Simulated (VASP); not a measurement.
Write the native input for VASP 6.6.1 that does the following.

```yaml
Task: single point
Functional: PBE
Potentials_or_basis: VASP PAW PBE potentials, release 64 (Zr_sv, Hf_pv, S)
Cutoff: 520 eV
k_mesh: 4 × 4 × 6
Occupations: gaussian, width 0.1 eV
Spin: no spin polarisation
Dipole_correction: no
Further_INCAR_settings: ALGO = Normal; EDIFF = 1e-07; NBANDS = 28
```

The structure of HfZrS3 lies in POSCAR:

```
HfZrS3
1.0
    5.8202224200      0.0000000000      0.0000000000
    0.0000000000      5.8202224200      0.0000000000
    0.0000000000      0.0000000000      3.6755150200
Zr Hf S
1 1 3
Direct
    0.0000000000      0.0000000000      0.5000000000
    0.5000000000      0.5000000000      0.5000000000
    0.0000000000      0.5000000000      0.5000000000
    0.5000000000      0.0000000000      0.5000000000
    0.0000000000      0.0000000000      0.0000000000
```

The cell was built from a structure type or drawn by symmetry, and may not be a known phase.

These files were run (other wordings do the same):

INCAR

```
ALGO = Normal
EDIFF = 1E-7
ENCUT = 520
GGA = PE
ISIF = 2
ISMEAR = 0
LASPH = True
LCHARG = False
LREAL = False
LWAVE = False
NBANDS = 28
NELM = 60
PREC = Accurate
SIGMA = 0.1
```

KPOINTS

```
k-points
0
Gamma
  4 4 6
```

Potentials or basis: VASP PAW PBE potentials, release 64 (Zr_sv, Hf_pv, S).

Command:

```sh
$ cat potpaw_PBE.64/Zr_sv/POTCAR potpaw_PBE.64/Hf_pv/POTCAR potpaw_PBE.64/S/POTCAR > POTCAR
$ mpirun -np 1 vasp_std > vasp.out
```

It gave:

| Quantity | Value |
| --- | --- |
| Pressure | 18.1 GPa |
| Band gap on the k mesh | zero (bands 20 and 21 overlap by 1.77 eV) |

Caveat: the cell stands under pressure; spin-orbit coupling is left out, which moves the levels of the heavy elements.

It took 41 s on 1 thread of Intel(R) Xeon(R) 6975P-C (Granite Rapids), with other jobs on the host, peak memory 0.28 GiB.
